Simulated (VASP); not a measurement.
# SnMo2 (P6/mmm) in VASP: notebook

Runs on SnMo2. Level: PBE. Tasks: single point.

All numbers are computed with VASP 6.6.1; they aren't measurements. Logs are shortened: lines on timing, memory, paths and dates and some standing lists are left out, and cuts for length are marked.

### Step 1. The cell of the first run

Symmetry: P6/mmm, No. 191, hexagonal system. Conventional cell: a = 4.497 Å, b = 4.497 Å, c = 3.092 Å, α = 90.00°, β = 90.00°, γ = 120.00°. Within 4.0 Å of Sn (site symmetry 6/mmm) lie 12 Mo at 3.02 Å and 2 Sn at 3.09 Å. Within 3.4 Å of Mo (site symmetry -6m2) lie 5 Mo at 2.60 to 3.09 Å and 6 Sn at 3.02 Å.

### Step 2. Single point, PBE

INCAR reads:

```
SYSTEM = SnMo2
PREC = Accurate ; ENCUT = 520
EDIFF = 1E-7 ; ISMEAR = 0
SIGMA = 0.1 ; LREAL = .False.
LASPH = .True. ; NELM = 80
ALGO = Normal ; ISIF = 2
LWAVE = .False. ; LCHARG = .False.
GGA = PE ; NBANDS = 28
```

KPOINTS reads:

```
Automatic mesh
0
Gamma
  6 6 6
  0 0 0
```

POSCAR reads:

```
SnMo2
1.0
    4.4966436394      0.0000000000      0.0000000000
   -2.2483218197      3.8942076235      0.0000000000
    0.0000000000      0.0000000000      3.0915354636
Sn Mo
1 2
Direct
    0.0000000000      0.0000000000      0.0000000000
    0.3333333333      0.6666666667      0.5000000000
    0.6666666667      0.3333333333      0.5000000000
```

Potentials or basis: VASP PAW PBE potentials, release 64 (Sn_d, Mo_sv).

Run with:

```console
> cat potpaw_PBE.64/Sn_d/POTCAR potpaw_PBE.64/Mo_sv/POTCAR > POTCAR
> mpirun -np 1 vasp_std > vasp.out
```

OUTCAR:

```text
SYSTEM = SnMo2
   PREC = Accurate
   ENCUT = 520
   EDIFF = 1E-7
   ISMEAR = 0
   LREAL = .False.
   LASPH = .True.
   NELM = 80
   ISIF = 2
   GGA = PE

 ion  position               nearest neighbor table
   1  0.000  0.000  0.000-   2 3.02   3 3.02   2 3.02   3 3.02   3 3.02   3 3.02   2 3.02   2 3.02
                             3 3.02   3 3.02   2 3.02   2 3.02
   2  0.333  0.667  0.500-   3 2.60   3 2.60   3 2.60   1 3.02   1 3.02   1 3.02   1 3.02   1 3.02
                             1 3.02
   3  0.667  0.333  0.500-   2 2.60   2 2.60   2 2.60   1 3.02   1 3.02   1 3.02   1 3.02   1 3.02
                             1 3.02

  LATTYP: Found a hexagonal cell.
 ALAT       =     4.4966436394
 C/A-ratio  =     0.6875206735

  Lattice vectors:

 A1 = (   4.4966436394,   0.0000000000,   0.0000000000)
 A2 = (  -2.2483218197,   3.8942076235,   0.0000000000)
 A3 = (   0.0000000000,   0.0000000000,   3.0915354636)

Analysis of symmetry for initial positions (statically):
=====================================================================
 Subroutine PRICEL returns:
 Original cell was already a primitive cell.

 Routine SETGRP: Setting up the symmetry group for a
 hexagonal supercell.

 Subroutine GETGRP returns: Found 24 space group operations
 (whereof 24 operations were pure point group operations)
 out of a pool of 24 trial point group operations.

The static configuration has the point symmetry D_6h.

Analysis of symmetry for dynamics (positions and initial velocities):
=====================================================================
 Subroutine PRICEL returns:
 Original cell was already a primitive cell.

 Routine SETGRP: Setting up the symmetry group for a
 hexagonal supercell.

 Subroutine GETGRP returns: Found 24 space group operations
 (whereof 24 operations were pure point group operations)
 out of a pool of 24 trial point group operations.

The dynamic configuration has the point symmetry D_6h.

 Subroutine INISYM returns: Found 24 space group operations
 (whereof 24 operations are pure point group operations),
 and found     1 'primitive' translations

----------------------------------------------------------------------------------------

                                     Primitive cell

  volume of cell :      54.1355

  direct lattice vectors                    reciprocal lattice vectors
     4.496643639  0.000000000  0.000000000     0.222388092  0.128395825  0.000000000
    -2.248321820  3.894207623  0.000000000     0.000000000  0.256791650  0.000000000
     0.000000000  0.000000000  3.091535464     0.000000000  0.000000000  0.323463862

  length of vectors
     4.496643639  4.496643639  3.091535464     0.256791650  0.256791650  0.323463862

  position of ions in fractional coordinates (direct lattice)
     0.000000000  0.000000000  0.000000000
     0.333333333  0.666666667  0.500000000
     0.666666667  0.333333333  0.500000000

  ion indices of the primitive-cell ions
   primitive index   ion index
                 1           1
                 2           2
                 3           3

----------------------------------------------------------------------------------------

 KPOINTS: Automatic mesh

Automatic generation of k-mesh.
 Grid dimensions read from file:
 generate k-points for:    6    6    6

 Generating k-lattice:

  Cartesian coordinates                     Fractional coordinates (reciprocal lattice)
     0.037064682  0.021399304  0.000000000     0.166666667  0.000000000  0.000000000
     0.000000000  0.042798608  0.000000000     0.000000000  0.166666667  0.000000000
     0.000000000  0.000000000  0.053910644     0.000000000  0.000000000  0.166666667

  Length of vectors
     0.042798608  0.042798608  0.053910644

  Shift w.r.t. Gamma in fractional coordinates (k-lattice)
     0.000000000  0.000000000  0.000000000

 Subroutine IBZKPT returns following result:
 ===========================================

 Found     28 irreducible k-points:

 Following reciprocal coordinates:
            Coordinates               Weight
  0.000000  0.000000  0.000000      1.000000
  0.166667 -0.000000  0.000000      6.000000
  0.333333 -0.000000  0.000000      6.000000
  0.500000  0.000000  0.000000      3.000000
  0.166667  0.166667  0.000000      6.000000
  0.333333  0.166667  0.000000     12.000000
[... 16 lines left out ...]
  0.166667 -0.000000  0.500000      6.000000
  0.333333 -0.000000  0.500000      6.000000
 [... further k-points ...]
   k-points           NKPTS =     28   k-points in BZ     NKDIM =     28   number of bands    NBANDS=     28
   number of dos      NEDOS =    301   number of ions     NIONS =      3
   total plane-waves  NPLWV =  31104
   dimension x,y,z NGX =    36 NGY =   36 NGZ =   24
   dimension x,y,z NGXF=    72 NGYF=   72 NGZF=   48
   ions per type =               1   2
   NGX,Y,Z   is equivalent  to a cutoff of  13.31, 13.31, 12.91 a.u.
   NGXF,Y,Z  is equivalent  to a cutoff of  26.62, 26.62, 25.81 a.u.
 SYSTEM =  SnMo2
   PREC   = accura    normal or accurate (medium, high low for compatibility)
   ISTART =      0    job   : 0-new  1-cont  2-samecut
   ICHARG =      2    charge: 1-file 2-atom 10-const
   ISPIN  =      1    spin polarized calculation?
   LNONCOLLINEAR =      F non collinear calculations
   LSORBIT =      F    spin-orbit coupling
   LASPH  =      T    aspherical Exc in radial PAW
   ENCUT  =  520.0 eV  38.22 Ry    6.18 a.u.   8.36  8.36  5.75*2*pi/ulx,y,z
   NELM   =     80;   NELMIN=  2; NELMDL= -5     # of ELM steps
   EDIFF  = 0.1E-06   stopping-criterion for ELM
   LREAL  =      F    real-space projection
   EDIFFG = 0.1E-05   stopping-criterion for IOM
   NSW    =      0    number of steps for IOM
   IBRION =     -1    ionic relax: 0-MD 1-quasi-New 2-CG
   NFREE  =      0    steps in history (QN), initial steepest desc. (CG)
   ISIF   =      2    stress and relaxation
   ISYM   =      2    0-nonsym 1-usesym 2-fastsym
   POTIM  = 0.5000    time-step for ionic-motion
   TEBEG  =    0.0;   TEEND  =   0.0 temperature during run
   PSTRESS=    0.0 pullay stress
   NELECT =      42.0000    total number of electrons
   NUPDOWN=      -1.0000    fix difference up-down
   EMIN   =  10.00;   EMAX   =-10.00  energy-range for DOS
   EFERMI =   0.00;   METHOD = LEGACY
   ISMEAR =     0;   SIGMA  =   0.10  broadening in eV -4-tet -1-fermi 0-gaus
   EFERMI_NEDOS =   21; number of points for ismear=-14 and -15
   IALGO  =     38    algorithm
   IMIX   =      4    mixing-type and parameters
     AMIX     =   0.40;   BMIX     =  1.00
     AMIX_MAG =   1.60;   BMIX_MAG =  1.00
  volume/ion in A,a.u.               =      18.05       121.77
  Fermi-wavevector in a.u.,A,eV,Ry     =   1.504287  2.842690 30.788337  2.262879
  Thomas-Fermi vector in A             =   2.615286
   LORBIT       =      0    0 simple, 1 ext, 2 COOP (PROOUT), +10 PAW based schemes
   GGA     = PE    functional components
   LHFCALC =     F    Hartree Fock is set to
   AEXX    =    0.0000 exact exchange contribution
   IVDW    =     0    specifies the selected vdW correction
   LEPSILON=     F    determine dielectric tensor
   LRPA    =     F    only Hartree local field effects (RPA)
 non-spin polarized calculation
 Gauss-broadening in eV      SIGMA  =   0.10
  energy-cutoff  :      520.00
  volume of cell :       54.14
 maximum number of plane-waves:      1482
 NGX is ok and might be reduce to    36
   NGX = 17   NGY = 17   NGZ = 11

 number of electron      42.0000002 magnetization

 Free energy of the ion-electron system (eV)
  ---------------------------------------------------
  ext. energy  EPLUGINS =         0.00000000
  ---------------------------------------------------
  free energy    TOTEN  =       -24.21631571 eV

  energy without entropy =      -24.20699711  energy(sigma->0) =      -24.21165641

 E-fermi :  11.7254     XC(G=0): -12.4671

 val. band max:       11.7243307183   @ k =   0.1667   0.1667   0.3333
 cond. band min:      11.7274690610   @ k =   0.3333   0.3333   0.5000
 fundamental gap:      0.0031383427
 Fermi energy:        11.7254162051

 k-point     1 :       0.0000    0.0000    0.0000
  band No.  band energies     occupation
      1     -49.1539      2.00000
      2     -48.8585      2.00000
      3     -23.6053      2.00000
      4     -23.6053      2.00000
      5     -23.1907      2.00000
      6     -22.9499      2.00000
[... 20 lines left out ...]
     27      16.5064      0.00000
     28      16.7167      0.00000

 k-point     2 :       0.1667   -0.0000    0.0000
  band No.  band energies     occupation
      1     -49.1368      2.00000
      2     -48.8763      2.00000
      3     -23.6283      2.00000
      4     -23.5606      2.00000
      5     -23.1768      2.00000
      6     -22.9643      2.00000
[... 20 lines left out ...]
     27      15.2417      0.00000
     28      17.6575      0.00000

 k-point     3 :       0.3333   -0.0000    0.0000
  band No.  band energies     occupation
      1     -49.0925      2.00000
      2     -48.9220      2.00000
      3     -23.6710      2.00000
      4     -23.4545      2.00000
      5     -23.1408      2.00000
      6     -23.0013      2.00000
[... 20 lines left out ...]
     27      16.6869      0.00000
     28      19.1536      0.00000

 k-point     4 :       0.5000    0.0000    0.0000
  band No.  band energies     occupation
      1     -49.0568      2.00000
      2     -48.9584      2.00000
      3     -23.6910      2.00000
      4     -23.3862      2.00000
      5     -23.1118      2.00000
      6     -23.0308      2.00000
[... 20 lines left out ...]
     27      17.3084      0.00000
     28      19.7188      0.00000

 k-point     5 :       0.1667    0.1667    0.0000
  band No.  band energies     occupation
      1     -49.1055      2.00000
      2     -48.9086      2.00000
      3     -23.6701      2.00000
      4     -23.4695      2.00000
      5     -23.1514      2.00000
      6     -22.9905      2.00000
[... 20 lines left out ...]
     27      16.4450      0.00000
     28      18.7849      0.00000

 k-point     6 :       0.3333    0.1667    0.0000
  band No.  band energies     occupation
      1     -49.0568      2.00000
      2     -48.9584      2.00000
      3     -23.7125      2.00000
      4     -23.3337      2.00000
      5     -23.1117      2.00000
      6     -23.0310      2.00000
[... 463 lines left out ...]
      5     -23.3000      2.00000
      6     -23.1074      2.00000
[... 20 lines left out ...]
     27      15.7002      0.00000
     28      18.8675      0.00000

 k-point    22 :       0.0000    0.0000    0.5000
  band No.  band energies     occupation
      1     -49.1266      2.00000
      2     -48.8342      2.00000
      3     -23.5646      2.00000
      4     -23.5646      2.00000
      5     -23.5211      2.00000
      6     -23.2268      2.00000
[... 20 lines left out ...]
     27      17.5437      0.00000
     28      17.5439      0.00000

 k-point    23 :       0.1667   -0.0000    0.5000
  band No.  band energies     occupation
      1     -49.1097      2.00000
      2     -48.8518      2.00000
      3     -23.5879      2.00000
      4     -23.5211      2.00000
      5     -23.5036      2.00000
      6     -23.2445      2.00000
[... 20 lines left out ...]
     27      17.4696      0.00000
     28      18.4258      0.00000

 k-point    24 :       0.3333   -0.0000    0.5000
  band No.  band energies     occupation
      1     -49.0659      2.00000
      2     -48.8970      2.00000
      3     -23.6311      2.00000
      4     -23.4584      2.00000
      5     -23.4154      2.00000
      6     -23.2899      2.00000
[... 20 lines left out ...]
     27      16.9839      0.00000
     28      17.2782      0.00000

 [... further k-points ...]
[... 5 lines left out ...]
  --------------------------------------------------------------------------------------
  -------------------------------------------------------------------------------------
  Total        0.1442616      0.1442616     -0.0320208     -0.0000000      0.0000000     -0.0000000
  in kB        4.2695238      4.2695238     -0.9476785     -0.0000000      0.0000000     -0.0000000
  external PRESSURE =       2.5304564 kB  Pullay stress =       0.0000000 kB

 VOLUME and BASIS-vectors are now :
 -----------------------------------------------------------------------------
  energy-cutoff  :      520.00
  volume of cell :       54.14
      direct lattice vectors                 reciprocal lattice vectors
     4.496643639  0.000000000  0.000000000     0.222388092  0.128395825  0.000000000
    -2.248321820  3.894207623  0.000000000     0.000000000  0.256791650  0.000000000
     0.000000000  0.000000000  3.091535464     0.000000000  0.000000000  0.323463862

 POSITION                                       TOTAL-FORCE (eV/Angst)
 -----------------------------------------------------------------------------------
      0.00000      0.00000      0.00000         0.000000      0.000000      0.000000
     -0.00000      2.59614      1.54577        -0.000000     -0.000000     -0.000000
      2.24832      1.29807      1.54577         0.000000      0.000000      0.000000
 -----------------------------------------------------------------------------------
    total drift:                                0.000000     -0.000000     -0.000000

  FREE ENERGIE OF THE ION-ELECTRON SYSTEM (eV)
  ---------------------------------------------------
  free  energy   TOTEN  =       -24.2163157145 eV

  energy  without entropy=      -24.2069971121  energy(sigma->0) =      -24.21165641
```

Wall time 13 s (1 thread of Intel Xeon 6975P-C (Granite Rapids), shared host); peak memory 0.19 GiB.

Results:

```yaml
Free_energy: -24.2163 eV
Pressure: 0.3 GPa
Band_gap_on_the_k_mesh: zero (bands 21 and 22 overlap by 2.00 eV)
```

Stress tensor (GPa, compression positive):
```
 0.43  0.00  0.00
 0.00  0.43  0.00
 0.00  0.00 -0.09
```

Caveat: spin-orbit coupling is left out, which moves the levels of the heavy elements.

### Step 3. Single point, PBE

This run uses another cell than the first one, of 18.60 Å³/atom.

INCAR reads:

```
SYSTEM = SnMo2
  PREC = Accurate
  ENCUT = 520
  EDIFF = 1E-6
  ISMEAR = 0
  SIGMA = 0.1
  LREAL = .False.
  LASPH = .True.
  NELM = 100
  ALGO = Normal
  ISIF = 2
  LWAVE = .False.
  LCHARG = .True.
  GGA = PE
  LELF = .True.
  LVHAR = .True.
  NBANDS = 28
```

KPOINTS is that of step 2.

POSCAR reads:

```
SnMo2
1.0
    4.6621281255      0.0000000000      0.0000000000
   -2.3310640628      4.0375213925      0.0000000000
    0.0000000000      0.0000000000      2.9636707944
Sn Mo
1 2
Direct
    0.0000000000      0.0000000000      0.0000000000
    0.3333333333      0.6666666667      0.5000000000
    0.6666666667      0.3333333333      0.5000000000
```

Potentials or basis: VASP PAW PBE potentials, release 64 (Sn_d, Mo_sv).

Run with:

```console
> cat potpaw_PBE.64/Sn_d/POTCAR potpaw_PBE.64/Mo_sv/POTCAR > POTCAR
> mpirun -np 1 vasp_std > vasp.out
```

It took 14 s on 1 thread of Intel Xeon 6975P-C (Granite Rapids), shared host; peak memory 0.19 GiB.

The run converged. Its results:

```
Free energy            : -24.0904 eV
Pressure               : -6.6 GPa
Band gap on the k mesh : zero (bands 21 and 22 overlap by 1.52 eV)
```

Stress tensor (GPa, compression positive):
```
-9.86  0.00  0.00
 0.00 -9.86  0.00
 0.00  0.00  0.00
```

Levels at points of the mesh, in eV from the Fermi level:
| k point | band 19 | band 20 | band 21 | band 22 | band 23 | band 24 |
| --- | --- | --- | --- | --- | --- | --- |
| (0.00, 0.00, 0.00) | -1.21 | -1.21 | 0.00 | 0.00 | 0.98 | 1.85 |
| (0.50, 0.00, 0.00) | -2.20 | -1.47 | -0.23 | -0.10 | 1.14 | 1.43 |
| (0.00, 0.00, 0.50) | -2.03 | -1.16 | -1.16 | -0.45 | -0.45 | 1.60 |
| (0.50, 0.00, 0.50) | -1.96 | -1.79 | 0.32 | 0.33 | 1.65 | 1.74 |

Caveat: the cell stands under tension; spin-orbit coupling is left out, which moves the levels of the heavy elements.
